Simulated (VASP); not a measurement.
# As (P-1) in VASP: a series of runs

As is run at these levels: PBE-based screened hybrid with 40 % exact exchange, PBE-based screened hybrid with 50 % exact exchange, PBEsol-based global hybrid with 25 % exact exchange; tasks: single point.

Everything below comes from runs of VASP 6.6.1. Logs are shortened: lines on timing, memory, paths and dates and some standing lists are left out, and cuts for length are marked.

## (1) The cell of the first run

The typed cell holds 1 atom: a = 2.999 Å, b = 2.598 Å, c = 2.582 Å, α = 78.73°, β = 76.84°, γ = 93.49°.

## (2) Single point, PBE-based screened hybrid with 40 % exact exchange

Contents of POSCAR:

```
As
1.0
    2.9794804000     -0.1006165900      0.3237709600
   -0.1006165900      2.5830128800      0.2618843200
    0.3237709600      0.2618843200      2.5485519600
As
1
Direct
    0.5000000000      0.5000000000      0.5000000000
```

Contents of INCAR.step1:

```
ALGO = Normal
EDIFF = 1E-5
ENCUT = 520
GGA = PE
ISIF = 2
ISMEAR = -1
LASPH = True
LREAL = False
LWAVE = True
NBANDS = 8
NELM = 80
PREC = Accurate
SIGMA = 0.05
```

Contents of INCAR.step2:

```
AEXX = 0.4
ALGO = Normal
EDIFF = 1E-6
ENCUT = 520
GGA = PE
HFSCREEN = 0.2
ISIF = 2
ISMEAR = -1
ISTART = 1
LASPH = True
LCHARG = True
LELF = True
LHFCALC = True
LREAL = False
LVHAR = True
LWAVE = False
NBANDS = 8
NELM = 80
PREC = Accurate
PRECFOCK = Normal
SIGMA = 0.05
```

Contents of KPOINTS:

```
k-points
0
Gamma
  5 5 6
```

Potentials or basis: VASP PAW PBE potentials, release 64 (As).

Command:

```sh
cat potpaw_PBE.64/As/POTCAR > POTCAR
cp INCAR.step1 INCAR
mpirun -np 1 vasp_std > vasp.out
cp INCAR.step2 INCAR
mpirun -np 1 vasp_std > vasp.out
```

OUTCAR:

```text
AEXX = 0.4
   EDIFF = 1E-6
   ENCUT = 520
   GGA = PE
   HFSCREEN = 0.2
   ISIF = 2
   ISMEAR = -1
   ISTART = 1
   LASPH = True
   LHFCALC = True
   LREAL = False
   NELM = 80
   PREC = Accurate
   PRECFOCK = Normal

 ion  position               nearest neighbor table
   1  0.500  0.500  0.500-

  LATTYP: Found a triclinic cell.
 ALAT       =     5.6561247992
 B/A-ratio  =     0.6800035884
 C/A-ratio  =     0.9385301920
 COS(alpha) =     0.0061830983
 COS(beta)  =     0.5422128882
 COS(gamma) =     0.8271459042

  Lattice vectors:

 A1 = (   2.4544762600,   4.8035248500,  -1.7010123600)
 A2 = (   2.8788638100,   2.4823962900,   0.5856552800)
 A3 = (  -0.7481585100,   2.0592442400,  -4.8352196000)

Analysis of symmetry for initial positions (statically):
=====================================================================
 Subroutine PRICEL returns:
 Original cell was already a primitive cell.

 Routine SETGRP: Setting up the symmetry group for a
 triclinic supercell.

 Subroutine GETGRP returns: Found  2 space group operations
 (whereof  2 operations were pure point group operations)
 out of a pool of  2 trial point group operations.

The static configuration has the point symmetry S_2 .

Analysis of symmetry for dynamics (positions and initial velocities):
=====================================================================
 Subroutine PRICEL returns:
 Original cell was already a primitive cell.

 Routine SETGRP: Setting up the symmetry group for a
 triclinic supercell.

 Subroutine GETGRP returns: Found  2 space group operations
 (whereof  2 operations were pure point group operations)
 out of a pool of  2 trial point group operations.

The dynamic configuration has the point symmetry S_2 .

 Subroutine INISYM returns: Found  2 space group operations
 (whereof  2 operations are pure point group operations),
 and found     1 'primitive' translations

----------------------------------------------------------------------------------------

                                     Primitive cell

  volume of cell :      19.0958

[... 90 lines left out ...]
   IBRION =     -1    ionic relax: 0-MD 1-quasi-New 2-CG
   NFREE  =      0    steps in history (QN), initial steepest desc. (CG)
   ISIF   =      2    stress and relaxation
   ISYM   =      3    0-nonsym 1-usesym 2-fastsym
   POTIM  = 0.5000    time-step for ionic-motion
   TEBEG  =    0.0;   TEEND  =   0.0 temperature during run
   PSTRESS=    0.0 pullay stress
   NELECT =       5.0000    total number of electrons
   NUPDOWN=      -1.0000    fix difference up-down
   EMIN   =  10.00;   EMAX   =-10.00  energy-range for DOS
   EFERMI =   0.00;   METHOD = LEGACY
   ISMEAR =    -1;   SIGMA  =   0.05  broadening in eV -4-tet -1-fermi 0-gaus
   EFERMI_NEDOS =   21; number of points for ismear=-14 and -15
   IALGO  =     38    algorithm
   IMIX   =      1    mixing-type and parameters
     AMIX     =   0.40;   BMIX     =  1.00
     AMIX_MAG =   1.60;   BMIX_MAG =  1.00
  volume/ion in A,a.u.               =      19.10       128.86
  Fermi-wavevector in a.u.,A,eV,Ry     =   1.047335  1.979177 14.924385  1.096911
  Thomas-Fermi vector in A             =   2.182211
   LORBIT       =      0    0 simple, 1 ext, 2 COOP (PROOUT), +10 PAW based schemes
   GGA     = PE    functional components
   LHFCALC =     T    Hartree Fock is set to
   PRECFOCK=normal    Normal, Fast or Accurate (Low or Medium for compatibility)
   ENCUT4O =  -1.0   cutoff for four orbital integrals eV
   NKREDX  =     1    reduce k-point grid by
   NKREDY  =     1    reduce k-point grid by
   NKREDZ  =     1    reduce k-point grid by
   AEXX    =    0.4000 exact exchange contribution
   HFSCREEN=    0.2000 screening length (either q_TF or 0.3 A-1)
   HFSCREENC=   0.2000 screening length for correlation (either q_TF or 0.3 A-1)
   ENCUTFOCK=  -1.0 apply spherical cutoff to Coloumb kernel
   IVDW    =     0    specifies the selected vdW correction
   LEPSILON=     F    determine dielectric tensor
   LRPA    =     F    only Hartree local field effects (RPA)
 non-spin polarized calculation
  energy-cutoff  :      520.00
  volume of cell :       19.10
 maximum number of plane-waves:       526
 NGX is ok and might be reduce to    24
  NGX = 18; NGY = 16; NGZ = 16

 number of electron       5.0000000 magnetization

 Free energy of the ion-electron system (eV)
  ---------------------------------------------------
  ext. energy  EPLUGINS =         0.00000000
  ---------------------------------------------------
  free energy    TOTEN  =        -5.73261548 eV

  energy without entropy =       -5.73132832  energy(sigma->0) =       -5.73197190

 E-fermi :   6.3086     XC(G=0):  -7.6899

 val. band max:        6.1730668072   @ k =   0.2000   0.2000   0.0000
 cond. band min:       6.4523850131   @ k =   0.4000  -0.4000   0.3333
 fundamental gap:      0.2793182059
 Fermi energy:         6.3085987074

 k-point     1 :       0.0000    0.0000    0.0000
  band No.  band energies     occupation
      1     -12.1825      2.00000
      2       7.9788      0.00000
      3      13.1184      0.00000
      4      13.5450      0.00000
      5      14.8245      0.00000
      6      17.6527      0.00000
      7      20.7704      0.00000
      8      27.6668      0.00000
[... 243 lines left out ...]
 k-point    24 :       0.0000    0.4000    0.1667
  band No.  band energies     occupation
      1      -8.1331      2.00000
      2       0.5288      2.00000
      3      10.8301      0.00000
      4      11.6987      0.00000
      5      17.5418      0.00000
      6      17.9125      0.00000
      7      19.9182      0.00000
      8      24.3750      0.00000

 [... further k-points ...]

------------------------ aborting loop because EDIFF is reached ----------------------------------------

  FORCE on cell =-STRESS in cart. coord.  units (eV):
  Direction    XX          YY          ZZ          XY          YZ          ZX
  --------------------------------------------------------------------------------------
  -------------------------------------------------------------------------------------
  Total       -1.0928675      0.4782861      0.7832761     -0.1917685     -1.2210669     -0.2946139
  in kB      -91.6939993     40.1292575     65.7185977    -16.0898017   -102.4502046    -24.7187561
  external PRESSURE =       4.7179519 kB  Pullay stress =       0.0000000 kB

 VOLUME and BASIS-vectors are now :
 -----------------------------------------------------------------------------
  energy-cutoff  :      520.00
  volume of cell :       19.10
      direct lattice vectors                 reciprocal lattice vectors
     2.979480400 -0.100616590  0.323770960     0.341141460  0.017868729 -0.045175158
    -0.100616590  2.583012880  0.261884320     0.017868729  0.392156622 -0.042567327
     0.323770960  0.261884320  2.548551960    -0.045175158 -0.042567327  0.402492920

 POSITION                                       TOTAL-FORCE (eV/Angst)
 -----------------------------------------------------------------------------------
      1.60132      1.37214      1.56710         0.000000     -0.000000      0.000000
 -----------------------------------------------------------------------------------
    total drift:                                0.000001     -0.000001     -0.000002

  FREE ENERGIE OF THE ION-ELECTRON SYSTEM (eV)
  ---------------------------------------------------
  free  energy   TOTEN  =        -5.7326154798 eV

  energy  without entropy=       -5.7313283235  energy(sigma->0) =       -5.73197190
```

OUTCAR.step1:

```text
EDIFF = 1E-5
   ENCUT = 520
   GGA = PE
   ISIF = 2
   ISMEAR = -1
   LASPH = True
[... 484 lines left out ...]

 POSITION                                       TOTAL-FORCE (eV/Angst)
 -----------------------------------------------------------------------------------
      1.60132      1.37214      1.56710         0.000000      0.000000      0.000000
 -----------------------------------------------------------------------------------
    total drift:                               -0.000000     -0.000000     -0.000000

  FREE ENERGIE OF THE ION-ELECTRON SYSTEM (eV)
  ---------------------------------------------------
  free  energy   TOTEN  =        -4.2879425524 eV

  energy  without entropy=       -4.2849655244  energy(sigma->0) =       -4.28645404
```

OSZICAR.step1:

```text
N       E                     dE             d eps       ncg     rms          rms(c)
DAV:   1     0.732067925935E+01    0.73207E+01   -0.21433E+03  1248   0.464E+02
DAV:   2    -0.416801432877E+01   -0.11489E+02   -0.11365E+02  1632   0.576E+01
DAV:   3    -0.428802276595E+01   -0.12001E+00   -0.11998E+00  1360   0.827E+00
DAV:   4    -0.428814186761E+01   -0.11910E-03   -0.11910E-03  2032   0.291E-01
DAV:   5    -0.428814189899E+01   -0.31380E-07   -0.31576E-07  1376   0.247E-03    0.227E+00
DAV:   6    -0.428779495583E+01    0.34694E-03   -0.10897E-03  1664   0.207E-01    0.134E+00
DAV:   7    -0.428791459962E+01   -0.11964E-03   -0.25037E-03  1472   0.317E-01    0.536E-02
DAV:   8    -0.428794171364E+01   -0.27114E-04   -0.77417E-05  1640   0.645E-02    0.498E-03
DAV:   9    -0.428794255242E+01   -0.83878E-06   -0.87096E-07   824   0.763E-03
   1 F= -.42879426E+01 E0= -.42864540E+01  d E =-.297703E-02
```

Wall time 5.4 min (1 thread of AMD EPYC 9R45 (Zen 5), shared host); peak memory 0.21 GiB.

Results:

- Free energy: -5.7326 eV
- Pressure: 0.5 GPa
- Band gap on the k mesh: zero (an odd number of electrons rules out a gap without spin polarisation)

Caveat: the k points lie up to 0.50 Å⁻¹ apart, too coarse for converged energies and pressures of a metal; the PAW data sets were made with another functional, which shifts forces and pressure a little; an odd number of electrons without spin polarisation forces a metal; a magnetic or distorted state may lie lower.

## (3) Single point, PBE-based screened hybrid with 50 % exact exchange

POSCAR is that of step 2.

INCAR.step1 is that of step 2.

INCAR.step2: that of step 2 with these lines changed.

```diff
@@ -1,4 +1,4 @@
-AEXX = 0.4
+AEXX = 0.5
 ALGO = Normal
-EDIFF = 1E-6
+EDIFF = 1E-7
 ENCUT = 520
```

KPOINTS is that of step 2.

Potentials or basis: VASP PAW PBE potentials, release 64 (As).

Command:

```sh
cat potpaw_PBE.64/As/POTCAR > POTCAR
cp INCAR.step1 INCAR
mpirun -np 1 vasp_std > vasp.out
cp INCAR.step2 INCAR
mpirun -np 1 vasp_std > vasp.out
```

Run time: 5.9 min. Hardware: 1 thread of AMD EPYC 9R45 (Zen 5), shared host; peak memory 0.2 GiB.

Results (log left out):

| Property | Result |
| --- | --- |
| Free energy | -6.1157 eV |
| Pressure | -1.2 GPa |
| Band gap on the k mesh | zero (an odd number of electrons rules out a gap without spin polarisation) |

Stress tensor (GPa, compression positive):
```
-10.55  -1.58  -2.79
 -1.58   2.11 -10.76
 -2.79 -10.76   4.77
```

Levels at points of the mesh, in eV from the Fermi level:
| k point | band 1 | band 2 | band 3 | band 4 | band 5 | band 6 |
| --- | --- | --- | --- | --- | --- | --- |
| (0.00, 0.00, 0.00) | -19.23 | 1.77 | 7.11 | 7.41 | 8.87 | 11.60 |
| (0.00, 0.00, 0.50) | -13.65 | -9.30 | 3.32 | 8.47 | 8.69 | 13.34 |

Caveat: the k points lie up to 0.50 Å⁻¹ apart, too coarse for converged energies and pressures of a metal; the PAW data sets were made with another functional, which shifts forces and pressure a little; an odd number of electrons without spin polarisation forces a metal; a magnetic or distorted state may lie lower.

## (4) Single point, PBEsol-based global hybrid with 25 % exact exchange

POSCAR is that of step 3.

Contents of INCAR.step1:

```
SYSTEM = As
PREC = Accurate
ENCUT = 520
EDIFF = 1E-5
ISMEAR = -1
SIGMA = 0.05
LREAL = .FALSE.
LASPH = .TRUE.
NELM = 100
ALGO = Normal
ISIF = 2
LWAVE = .TRUE.
GGA = PE
NBANDS = 8
```

Contents of INCAR.step2:

```
SYSTEM = As
PREC = Accurate
ENCUT = 520
EDIFF = 1E-6
ISMEAR = -1
SIGMA = 0.05
LREAL = .FALSE.
LASPH = .TRUE.
NELM = 100
ALGO = Normal
ISIF = 2
LWAVE = .FALSE.
LCHARG = .TRUE.
GGA = PS
LHFCALC = .TRUE.
AEXX = 0.25
PRECFOCK = Normal
LELF = .TRUE.
LVHAR = .TRUE.
ISTART = 1
NBANDS = 8
```

Contents of KPOINTS:

```
Automatic mesh
0
G
  5 5 6
  0 0 0
```

Potentials or basis: VASP PAW PBE potentials, release 64 (As).

Command:

```sh
cat potpaw_PBE.64/As/POTCAR > POTCAR
cp INCAR.step1 INCAR
mpirun -np 1 vasp_std > vasp.out
cp INCAR.step2 INCAR
mpirun -np 1 vasp_std > vasp.out
```

OUTCAR:

```text
SYSTEM = As
   PREC = Accurate
   ENCUT = 520
   EDIFF = 1E-6
   ISMEAR = -1
   LREAL = .FALSE.
   LASPH = .TRUE.
   NELM = 100
   ISIF = 2
   GGA = PS
   LHFCALC = .TRUE.
   AEXX = 0.25
   PRECFOCK = Normal
   ISTART = 1

 ion  position               nearest neighbor table
   1  0.500  0.500  0.500-

  LATTYP: Found a triclinic cell.
 ALAT       =     5.6561247992
 B/A-ratio  =     0.6800035884
 C/A-ratio  =     0.9385301920
 COS(alpha) =     0.0061830983
 COS(beta)  =     0.5422128882
 COS(gamma) =     0.8271459042

  Lattice vectors:

 A1 = (   2.4544762600,   4.8035248500,  -1.7010123600)
 A2 = (   2.8788638100,   2.4823962900,   0.5856552800)
 A3 = (  -0.7481585100,   2.0592442400,  -4.8352196000)

Analysis of symmetry for initial positions (statically):
=====================================================================
 Subroutine PRICEL returns:
 Original cell was already a primitive cell.

 Routine SETGRP: Setting up the symmetry group for a
 triclinic supercell.
[... 172 lines left out ...]

 E-fermi :   6.2607     XC(G=0):  -8.4750

 val. band max:        5.8273723128   @ k =   0.2000  -0.2000   0.1667
 cond. band min:       6.7185503349   @ k =   0.0000  -0.2000   0.3333
 fundamental gap:      0.8911780221
 Fermi energy:         6.2606734672

 k-point     1 :       0.0000    0.0000    0.0000
  band No.  band energies     occupation
      1     -11.5410      2.00000
      2       8.1306      0.00000
      3      13.0090      0.00000
      4      13.5868      0.00000
      5      14.6369      0.00000
      6      17.6342      0.00000
      7      20.5350      0.00000
      8      27.3971      0.00000
[... 243 lines left out ...]
 k-point    24 :       0.0000    0.4000    0.1667
  band No.  band energies     occupation
      1      -7.7237      2.00000
      2       0.4761      2.00000
      3      10.8421      0.00000
      4      11.6834      0.00000
      5      17.4288      0.00000
      6      17.7946      0.00000
      7      19.7707      0.00000
      8      24.1015      0.00000

 [... further k-points ...]

------------------------ aborting loop because EDIFF is reached ----------------------------------------

  FORCE on cell =-STRESS in cart. coord.  units (eV):
  Direction    XX          YY          ZZ          XY          YZ          ZX
  --------------------------------------------------------------------------------------
  -------------------------------------------------------------------------------------
  Total       -1.1250005      0.5128382      0.7220906     -0.1969368     -1.1541739     -0.2468956
  in kB      -94.3900281     43.0282572     60.5849954    -16.5234356    -96.8377349    -20.7150822
  external PRESSURE =       3.0744082 kB  Pullay stress =       0.0000000 kB

 VOLUME and BASIS-vectors are now :
 -----------------------------------------------------------------------------
  energy-cutoff  :      520.00
  volume of cell :       19.10
      direct lattice vectors                 reciprocal lattice vectors
     2.979480400 -0.100616590  0.323770960     0.341141460  0.017868729 -0.045175158
    -0.100616590  2.583012880  0.261884320     0.017868729  0.392156622 -0.042567327
     0.323770960  0.261884320  2.548551960    -0.045175158 -0.042567327  0.402492920

 POSITION                                       TOTAL-FORCE (eV/Angst)
 -----------------------------------------------------------------------------------
      1.60132      1.37214      1.56710        -0.000000      0.000000     -0.000000
 -----------------------------------------------------------------------------------
    total drift:                                0.000000     -0.000000      0.000000

  FREE ENERGIE OF THE ION-ELECTRON SYSTEM (eV)
  ---------------------------------------------------
  free  energy   TOTEN  =        -6.0776203777 eV

  energy  without entropy=       -6.0776112325  energy(sigma->0) =       -6.07761581
```

OUTCAR.step1:

```text
SYSTEM = As
   PREC = Accurate
   ENCUT = 520
   EDIFF = 1E-5
   ISMEAR = -1
   LREAL = .FALSE.
[... 487 lines left out ...]
 -----------------------------------------------------------------------------------
      1.60132      1.37214      1.56710         0.000000      0.000000      0.000000
 -----------------------------------------------------------------------------------
    total drift:                               -0.000000     -0.000000     -0.000000

  FREE ENERGIE OF THE ION-ELECTRON SYSTEM (eV)
  ---------------------------------------------------
  free  energy   TOTEN  =        -4.2879425524 eV

  energy  without entropy=       -4.2849655244  energy(sigma->0) =       -4.28645404
```

Run time: 4.5 min. Hardware: 1 thread of AMD EPYC 9R45 (Zen 5), shared host; peak memory 0.11 GiB.

Results:

```yaml
Free_energy: -6.0776 eV
Pressure: 0.3 GPa
Band_gap_on_the_k_mesh: zero (an odd number of electrons rules out a gap without spin polarisation)
```

Stress tensor (GPa, compression positive):
```
-9.44 -1.65 -2.07
-1.65  4.30 -9.68
-2.07 -9.68  6.06
```

Levels at points of the mesh, in eV from the Fermi level:
| k point | band 1 | band 2 | band 3 | band 4 | band 5 |
| --- | --- | --- | --- | --- | --- |
| (0.00, 0.00, 0.00) | -17.80 | 1.87 | 6.75 | 7.33 | 8.38 |
| (0.00, 0.00, 0.50) | -12.76 | -8.72 | 3.26 | 8.19 | 8.31 |

Caveat: the k points lie up to 0.50 Å⁻¹ apart, too coarse for converged energies and pressures of a metal; the PAW data sets were made with another functional, which shifts forces and pressure a little; an odd number of electrons without spin polarisation forces a metal; a magnetic or distorted state may lie lower.

## (5) Summary

| level | share of exact exchange | screening parameter | gap on the mesh (eV) | pressure (GPa) |
| --- | --- | --- | --- | --- |
| PBE-based screened hybrid with 40 % exact exchange | 0.4 | 0.2 1/Å | none | 0.5 |
| PBE-based screened hybrid with 50 % exact exchange | 0.5 | 0.2 1/Å | none | -1.2 |
| PBEsol-based global hybrid with 25 % exact exchange | 0.25 | - | none | 0.3 |

Alike in all rows: task single point; potentials or basis VASP PAW PBE potentials, release 64 (As); no spin polarisation; cell as given; k mesh 5 × 5 × 6; cutoff (eV) 520; smearing fermi-dirac 0.05 eV.

Caveats: all runs use coarse meshes; the PAW data sets were made with another functional, which shifts forces and pressure a little; an odd number of electrons without spin polarisation forces a metal; a magnetic or distorted state may lie lower.

Absolute energies hang on the potentials; compare differences alone.

The gap in the log of VASP goes by the Fermi energy; the results here count the filled bands.